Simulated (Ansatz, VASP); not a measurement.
## Two plane-wave programs on Ag2Au

Contents of INCAR:

```
SYSTEM = Ag2Au
ALGO     = Fast           ! electronic algorithm
EDIFF    = 1E-6           ! SCF threshold, eV
EDIFFG   = -0.04          ! ionic threshold
ENCUT    = 600            ! plane-wave cutoff, eV
GGA      = PE             ! functional
IBRION   = 2              ! ionic algorithm
ISIF     = 3              ! what is computed and relaxed
ISMEAR   = 0              ! smearing method
LASPH    = .True.         ! aspherical terms in the spheres
LCHARG   = .False.        ! write CHGCAR
LREAL    = .False.        ! projectors in reciprocal space
LWAVE    = .False.        ! write WAVECAR
NELM     = 80             ! most SCF steps
NSW      = 90             ! ionic steps
PREC     = Accurate       ! precision mode
SIGMA    = 0.1            ! smearing width, eV
```

Contents of KPOINTS:

```
k-points
0
Gamma
  4 4 4
  0 0 0
```

Contents of POSCAR:

```
Ag2Au
1.0
    5.0649777684      0.0000000000      0.0000000000
    0.0000000000      5.0649777684      0.0000000000
    0.0000000000      0.0000000000      5.0649777684
Ag Au
4 2
Direct
    0.2500000000      0.2500000000      0.2500000000
    0.2500000000      0.7500000000      0.7500000000
    0.7500000000      0.7500000000      0.2500000000
    0.7500000000      0.2500000000      0.7500000000
    0.0000000000      0.0000000000      0.0000000000
    0.5000000000      0.5000000000      0.5000000000
```

Input for Ansatz:

```yaml
crystal:
  lattice:
    - [5.0649777684, 0.0, 0.0]
    - [0.0, 5.0649777684, 0.0]
    - [0.0, 0.0, 5.0649777684]
  atoms:
    - { symbol: Ag, position: [0.25, 0.25, 0.25] }
    - { symbol: Ag, position: [0.25, 0.75, 0.75] }
    - { symbol: Ag, position: [0.75, 0.75, 0.25] }
    - { symbol: Ag, position: [0.75, 0.25, 0.75] }
    - { symbol: Au, position: [0.0, 0.0, 0.0] }
    - { symbol: Au, position: [0.5, 0.5, 0.5] }
basis:
  ecutwfc: 420
kpoints:
  mp_grid: { grid: [4, 4, 4] }
hamiltonian:
  xc: pbe
scf:
  occupations: { method: gaussian, width: 0.1 }
  lower_state_search: "off"
output:
  forces: true
  stress: true
  eigenvalues: true
relax:
  adjacent_minimum: "off"
  f_tol: 0.04
  max_steps: 70
  cell: { stress_tol: 0.4 }
```

Alike in both runs: task relaxation of cell and atoms; functional PBE; k mesh 4 × 4 × 4; occupations gaussian, width 0.1 eV; no spin polarisation.

```csv
,VASP,Ansatz
version,VASP 6.6.1,Ansatz 0.2.0
potentials or method,"VASP PAW PBE potentials, release 64 (Ag, Au), cutoff 600 eV","scalar-relativistic, plane waves, PAW"
valence electrons in the cell,66,114
```

Ansatz gave:

* gap on the k mesh at the Fermi level, each at its own relaxed structure (eV): none
* relaxed volume (Å³/atom): 36.08
* relaxed cell length with the largest relative difference (Å): 6.004

Task: Which values does VASP return?

Result: gap on the k mesh at the Fermi level, each at its own relaxed structure (eV): none; relaxed volume (Å³/atom): 36.16; relaxed cell length with the largest relative difference (Å): 6.009.

A gap of «none» marks a metal or a gap that the smearing closes. VASP's potentials hold 66 valence electrons a cell and Ansatz's 114, so a difference there can come from the potentials and not from the codes.

Neither program's run includes spin-orbit coupling. Noted on VASP's run: the volume moved by over 15 % at a fixed basis, so the end points are rough.
